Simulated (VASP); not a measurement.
# Si3C (R3m) in VASP: further runs

The runs below take Si3C through single point, with PBE.

Everything below comes from runs of VASP 6.6.1. Logs are shortened: lines on timing, memory, paths and dates and some standing lists are left out, and cuts for length are marked.

## (1) The cell of the first run

The structure is trigonal, space group R3m (No. 160). Conventional cell: a = 3.397 Å, b = 3.397 Å, c = 17.613 Å, α = 90.00°, β = 90.00°, γ = 120.00°. C (site symmetry 3m) has 4 Si at 1.91 to 2.04 Å within 2.5 Å. Within 3.0 Å of Si (site symmetry 3m) lie 4 Si at 2.23 to 2.34 Å. Si (site symmetry 3m) has 3 C at 2.04 Å and 1 Si at 2.34 Å within 2.7 Å. Within 2.5 Å of Si (site symmetry 3m) lie 1 C at 1.91 Å and 3 Si at 2.23 Å.

## (2) Single point, PBE

File INCAR:

```
PREC = Accurate ; ENCUT = 520
EDIFF = 1E-6 ; ISMEAR = -1
SIGMA = 0.02 ; LREAL = F
LASPH = T ; NELM = 80
ALGO = Normal ; ISIF = 2
LWAVE = F ; LCHARG = F
GGA = PE ; NBANDS = 16
```

File KPOINTS:

```
regular mesh
0
Gamma
  2 2 2
```

File POSCAR:

```
Si3C
1.0
    1.6986113246      0.9806937055      5.8709154094
   -1.6986113246      0.9806937055      5.8709154094
    0.0000000000     -1.9613874110      5.8709154094
C Si
1 3
Direct
    0.9989692349     -0.0010307651     -0.0010307651
    0.4966196746      0.4966196746      0.4966196746
    0.3638779033      0.3638779033      0.3638779033
    0.8905331871      0.8905331871      0.8905331871
```

Potentials or basis: VASP PAW PBE potentials, release 64 (C, Si).

Run with:

```sh
cat potpaw_PBE.64/C/POTCAR potpaw_PBE.64/Si/POTCAR > POTCAR
mpirun -np 1 vasp_std > vasp.out
```

OUTCAR:

```text
PREC = Accurate
   ENCUT = 520
   EDIFF = 1E-6
   ISMEAR = -1
   LREAL = F
   LASPH = T
   NELM = 80
   ISIF = 2
   GGA = PE

 ion  position               nearest neighbor table
   1  0.999  0.999  0.999-   4 1.91   3 2.04   3 2.04   3 2.04
   2  0.497  0.497  0.497-   4 2.23   4 2.23   4 2.23   3 2.34
   3  0.364  0.364  0.364-   1 2.04   1 2.04   1 2.04   2 2.34
   4  0.891  0.891  0.891-   1 1.91   2 2.23   2 2.23   2 2.23

  LATTYP: Found a trigonal (rhomboedric) cell.
 ALAT       =     6.1898859699
 COS(alpha) =     0.8493903744

  Lattice vectors:

 A1 = (   1.6986113246,   0.9806937055,   5.8709154094)
 A2 = (  -1.6986113246,   0.9806937055,   5.8709154094)
 A3 = (   0.0000000000,  -1.9613874110,   5.8709154094)

Analysis of symmetry for initial positions (statically):
=====================================================================
 Subroutine PRICEL returns:
 Original cell was already a primitive cell.

 Routine SETGRP: Setting up the symmetry group for a
 trigonal (rhombohedral) supercell.

 Subroutine GETGRP returns: Found  6 space group operations
 (whereof  6 operations were pure point group operations)
 out of a pool of 12 trial point group operations.

The static configuration has the point symmetry C_3v.

Analysis of symmetry for dynamics (positions and initial velocities):
=====================================================================
 Subroutine PRICEL returns:
 Original cell was already a primitive cell.

 Routine SETGRP: Setting up the symmetry group for a
 trigonal (rhombohedral) supercell.

 Subroutine GETGRP returns: Found  6 space group operations
 (whereof  6 operations were pure point group operations)
 out of a pool of 12 trial point group operations.

The dynamic configuration has the point symmetry C_3v.

 Subroutine INISYM returns: Found  6 space group operations
 (whereof  6 operations are pure point group operations),
 and found     1 'primitive' translations

----------------------------------------------------------------------------------------

                                     Primitive cell

  volume of cell :      58.6792

  direct lattice vectors                    reciprocal lattice vectors
     1.698611325  0.980693706  5.870915409     0.294358099  0.169947728  0.056777063
    -1.698611325  0.980693706  5.870915409    -0.294358099  0.169947728  0.056777063
     0.000000000 -1.961387411  5.870915409     0.000000000 -0.339895455  0.056777063

  length of vectors
     6.189885970  6.189885970  6.189885970     0.344604926  0.344604926  0.344604926

  position of ions in fractional coordinates (direct lattice)
     0.998969235  0.998969235  0.998969235
     0.496619675  0.496619675  0.496619675
     0.363877903  0.363877903  0.363877903
     0.890533187  0.890533187  0.890533187

  ion indices of the primitive-cell ions
   primitive index   ion index
                 1           1
                 2           2
                 3           3
                 4           4

----------------------------------------------------------------------------------------

 KPOINTS: regular mesh

Automatic generation of k-mesh.
 Grid dimensions read from file:
 generate k-points for:    2    2    2

 Generating k-lattice:

  Cartesian coordinates                     Fractional coordinates (reciprocal lattice)
     0.147179049  0.084973864  0.028388531     0.500000000  0.000000000  0.000000000
    -0.147179049  0.084973864  0.028388531     0.000000000  0.500000000  0.000000000
     0.000000000 -0.169947728  0.028388531     0.000000000  0.000000000  0.500000000

  Length of vectors
     0.172302463  0.172302463  0.172302463

  Shift w.r.t. Gamma in fractional coordinates (k-lattice)
     0.000000000  0.000000000  0.000000000

 Subroutine IBZKPT returns following result:
 ===========================================

 Found      4 irreducible k-points:

 Following reciprocal coordinates:
            Coordinates               Weight
  0.000000  0.000000  0.000000      1.000000
  0.500000  0.000000  0.000000      3.000000
  0.500000  0.500000  0.000000      3.000000
  0.500000  0.500000  0.500000      1.000000
   k-points           NKPTS =      4   k-points in BZ     NKDIM =      4   number of bands    NBANDS=     16
   number of dos      NEDOS =    301   number of ions     NIONS =      4
   total plane-waves  NPLWV = 110592
   dimension x,y,z NGX =    48 NGY =   48 NGZ =   48
   dimension x,y,z NGXF=    96 NGYF=   96 NGZF=   96
   ions per type =               1   3
   NGX,Y,Z   is equivalent  to a cutoff of  12.89, 12.89, 12.89 a.u.
   NGXF,Y,Z  is equivalent  to a cutoff of  25.78, 25.78, 25.78 a.u.
 SYSTEM =  unknown system
   PREC   = accura    normal or accurate (medium, high low for compatibility)
   ISTART =      0    job   : 0-new  1-cont  2-samecut
   ICHARG =      2    charge: 1-file 2-atom 10-const
   ISPIN  =      1    spin polarized calculation?
   LNONCOLLINEAR =      F non collinear calculations
   LSORBIT =      F    spin-orbit coupling
   LASPH  =      T    aspherical Exc in radial PAW
   ENCUT  =  520.0 eV  38.22 Ry    6.18 a.u.  11.51 11.51 11.51*2*pi/ulx,y,z
   NELM   =     80;   NELMIN=  2; NELMDL= -5     # of ELM steps
   EDIFF  = 0.1E-05   stopping-criterion for ELM
   LREAL  =      F    real-space projection
   EDIFFG = 0.1E-04   stopping-criterion for IOM
   NSW    =      0    number of steps for IOM
   IBRION =     -1    ionic relax: 0-MD 1-quasi-New 2-CG
   NFREE  =      0    steps in history (QN), initial steepest desc. (CG)
   ISIF   =      2    stress and relaxation
   ISYM   =      2    0-nonsym 1-usesym 2-fastsym
   POTIM  = 0.5000    time-step for ionic-motion
   TEBEG  =    0.0;   TEEND  =   0.0 temperature during run
   PSTRESS=    0.0 pullay stress
   NELECT =      16.0000    total number of electrons
   NUPDOWN=      -1.0000    fix difference up-down
   EMIN   =  10.00;   EMAX   =-10.00  energy-range for DOS
   EFERMI =   0.00;   METHOD = LEGACY
   ISMEAR =    -1;   SIGMA  =   0.02  broadening in eV -4-tet -1-fermi 0-gaus
   EFERMI_NEDOS =   21; number of points for ismear=-14 and -15
   IALGO  =     38    algorithm
   IMIX   =      4    mixing-type and parameters
     AMIX     =   0.40;   BMIX     =  1.00
     AMIX_MAG =   1.60;   BMIX_MAG =  1.00
  volume/ion in A,a.u.               =      14.67        99.00
  Fermi-wavevector in a.u.,A,eV,Ry     =   1.061581  2.006098 15.333157  1.126955
  Thomas-Fermi vector in A             =   2.197003
   LORBIT       =      0    0 simple, 1 ext, 2 COOP (PROOUT), +10 PAW based schemes
   GGA     = PE    functional components
   LHFCALC =     F    Hartree Fock is set to
   AEXX    =    0.0000 exact exchange contribution
   IVDW    =     0    specifies the selected vdW correction
   LEPSILON=     F    determine dielectric tensor
   LRPA    =     F    only Hartree local field effects (RPA)
 non-spin polarized calculation
  energy-cutoff  :      520.00
  volume of cell :       58.68
 maximum number of plane-waves:      1592
 NGX is ok and might be reduce to    48
   NGX = 23   NGY = 23   NGZ = 23

 number of electron      16.0000000 magnetization

 Free energy of the ion-electron system (eV)
  ---------------------------------------------------
  ext. energy  EPLUGINS =         0.00000000
  ---------------------------------------------------
  free energy    TOTEN  =       -21.67836603 eV

  energy without entropy =      -21.67143354  energy(sigma->0) =      -21.67489979

 E-fermi :   7.8871     XC(G=0): -10.3462

 val. band max:        7.5194023106   @ k =   0.5000   0.5000   0.0000
 cond. band min:       7.8871106605   @ k =   0.5000   0.5000   0.5000
 fundamental gap:      0.3677083499
 Fermi energy:         7.8871100240

 k-point     1 :       0.0000    0.0000    0.0000
  band No.  band energies     occupation
      1      -6.8026      2.00000
      2      -3.9836      2.00000
      3      -0.8049      2.00000
      4       5.5616      2.00000
      5       5.5616      2.00000
      6       6.6531      2.00000
      7       8.1219      0.00002
      8       8.1219      0.00002
      9       8.3881      0.00000
     10      10.7598      0.00000
     11      11.3152      0.00000
     12      11.3152      0.00000
     13      12.0466      0.00000
     14      12.0466      0.00000
     15      13.4174      0.00000
     16      15.6367      0.00000

 k-point     2 :       0.5000    0.0000    0.0000
  band No.  band energies     occupation
      1      -4.2637      2.00000
      2      -2.3439      2.00000
      3      -0.3337      2.00000
      4       0.5696      2.00000
      5       2.9111      2.00000
      6       3.4525      2.00000
      7       4.1760      2.00000
      8       5.7114      2.00000
      9       8.8104      0.00000
     10       9.7621      0.00000
     11      10.7150      0.00000
     12      13.0643      0.00000
     13      13.3373      0.00000
     14      13.8447      0.00000
     15      15.1463      0.00000
     16      15.1836      0.00000

 k-point     3 :       0.5000    0.5000    0.0000
  band No.  band energies     occupation
      1      -4.2771      2.00000
      2      -1.6137      2.00000
      3      -0.9153      2.00000
      4      -0.6140      2.00000
      5       3.6414      2.00000
      6       3.9579      2.00000
      7       5.7598      2.00000
      8       6.2396      2.00000
      9       7.5194      2.00000
     10       8.6139      0.00000
     11       9.6918      0.00000
     12      11.4356      0.00000
     13      11.7967      0.00000
     14      15.0084      0.00000
     15      17.9542      0.00000
     16      18.0791      0.00000

 k-point     4 :       0.5000    0.5000    0.5000
  band No.  band energies     occupation
      1      -6.3873      2.00000
      2      -5.1281      2.00000
      3       1.9723      2.00000
      4       2.9200      2.00000
      5       5.5928      2.00000
      6       5.5928      2.00000
      7       7.8871      0.99998
      8       7.8871      0.99998
      9       9.5877      0.00000
     10      10.6554      0.00000
     11      11.5994      0.00000
     12      11.5994      0.00000
     13      12.8307      0.00000
     14      12.8307      0.00000
     15      14.3918      0.00000
     16      15.9883      0.00000

------------------------ aborting loop because EDIFF is reached ----------------------------------------

  FORCE on cell =-STRESS in cart. coord.  units (eV):
  Direction    XX          YY          ZZ          XY          YZ          ZX
  --------------------------------------------------------------------------------------
  -------------------------------------------------------------------------------------
  Total        0.6353866      0.6353866      1.1345031      0.0000000      0.0000000     -0.0000000
  in kB       17.3485891     17.3485891     30.9764616      0.0000000      0.0000000     -0.0000000
  external PRESSURE =      21.8912132 kB  Pullay stress =       0.0000000 kB

 VOLUME and BASIS-vectors are now :
 -----------------------------------------------------------------------------
  energy-cutoff  :      520.00
  volume of cell :       58.68
      direct lattice vectors                 reciprocal lattice vectors
     1.698611325  0.980693706  5.870915409     0.294358099  0.169947728  0.056777063
    -1.698611325  0.980693706  5.870915409    -0.294358099  0.169947728  0.056777063
     0.000000000 -1.961387411  5.870915409     0.000000000 -0.339895455  0.056777063

 POSITION                                       TOTAL-FORCE (eV/Angst)
 -----------------------------------------------------------------------------------
      0.00000      0.00000     17.59459         0.000000     -0.000000     -0.047280
      0.00000      0.00000      8.74684         0.000000      0.000000     -2.650739
      0.00000      0.00000      6.40889         0.000000     -0.000000     -0.145470
      0.00000      0.00000     15.68474         0.000000      0.000000      2.843489
 -----------------------------------------------------------------------------------
    total drift:                               -0.000000      0.000000      0.000006

  FREE ENERGIE OF THE ION-ELECTRON SYSTEM (eV)
  ---------------------------------------------------
  free  energy   TOTEN  =       -21.6783660308 eV

  energy  without entropy=      -21.6714335403  energy(sigma->0) =      -21.67489979
```

It took 8.5 s on 1 thread of Intel Xeon 6975P-C (Granite Rapids), shared host; peak memory 0.28 GiB.

Results:

| Item | Value |
| --- | --- |
| Free energy | -21.6784 eV |
| Pressure | 2.2 GPa |
| Largest force | 2.843 eV/Å |
| Band gap on the k mesh | zero (band 8 reaches 8.12 eV, above the bottom of band 9 at 7.52 eV) |

Forces in eV/Å, atoms in the order of the input:
```
C    0.000  0.000 -0.047
Si   0.000  0.000 -2.651
Si   0.000  0.000 -0.145
Si   0.000  0.000  2.843
```

Levels at points of the mesh, in eV from the Fermi level:
| k point | band 5 | band 6 | band 7 | band 8 | band 9 | band 10 | band 11 | band 12 |
| --- | --- | --- | --- | --- | --- | --- | --- | --- |
| (0.00, 0.00, 0.00) | -2.33 | -1.23 | 0.23 | 0.23 | 0.50 | 2.87 | 3.43 | 3.43 |
| (0.50, 0.00, 0.00) | -4.98 | -4.43 | -3.71 | -2.18 | 0.92 | 1.87 | 2.83 | 5.18 |
| (0.50, 0.50, 0.00) | -4.25 | -3.93 | -2.13 | -1.65 | -0.37 | 0.73 | 1.80 | 3.55 |
| (0.50, 0.50, 0.50) | -2.29 | -2.29 | 0.00 | 0.00 | 1.70 | 2.77 | 3.71 | 3.71 |

Caveat: the k points lie up to 1.08 Å⁻¹ apart; forces of over 1 eV/Å act on the atoms, so gaps and moduli don't describe the material at rest.

[end of part 1 of 2]
